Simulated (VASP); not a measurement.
Wanted: the native input for a VASP 6.6.1 run.

```
Task                   : single point
Functional             : PBE
Potentials or basis    : VASP PAW PBE potentials, release 64 (Sn_d, Se)
Cutoff                 : 520 eV
k mesh                 : 12 × 12 × 12
Occupations            : gaussian, width 0.15 eV
Spin                   : no spin polarisation
Dipole correction      : no
Further INCAR settings : ALGO = Normal; EDIFF = 1e-07; NBANDS = 32
```

The structure of Sn3Se lies in POSCAR:

```
Sn3Se
1.0
    0.0000000000      3.7279542406      3.7279542406
    3.7279542406      0.0000000000      3.7279542406
    3.7279542406      3.7279542406      0.0000000000
Sn Se
3 1
Direct
    0.2500000000      0.2500000000      0.2500000000
    0.7500000000      0.7500000000      0.7500000000
    0.5089459253      0.5089459253      0.4910540747
    0.0000000000      0.0000000000      0.0000000000
```

This cell differs from its parent crystal: atom 3 (Sn) moved +0.067 Å along Cartesian [0 0 1].

One way to write it, as run:

INCAR

```
PREC = Accurate
ENCUT = 520
EDIFF = 1E-7
ISMEAR = 0
SIGMA = 0.15
LREAL = False
LASPH = True
NELM = 100
ALGO = Normal
ISIF = 2
LWAVE = False
LCHARG = False
GGA = PE
NBANDS = 32
```

KPOINTS

```
regular mesh
0
Gamma
  12 12 12
```

Potentials or basis: VASP PAW PBE potentials, release 64 (Sn_d, Se).

Run with:

```bash
$ cat potpaw_PBE.64/Sn_d/POTCAR potpaw_PBE.64/Se/POTCAR > POTCAR
$ mpirun -np 1 vasp_std > vasp.out
```

Results of the run:

* Pressure: 0.1 GPa
* Largest force: 0.166 eV/Å
* Band gap on the k mesh: zero (bands 24 and 25 overlap by 2.15 eV)

Caveat: the cell differs from its parent crystal (atom 3 (Sn) moved +0.067 Å along Cartesian [0 0 1]); spin-orbit coupling is left out, which moves the levels of the heavy elements.

Wall time 3.6 min on 1 thread of Intel(R) Xeon(R) 6975P-C (Granite Rapids), with other jobs on the host, peak memory 0.56 GiB.
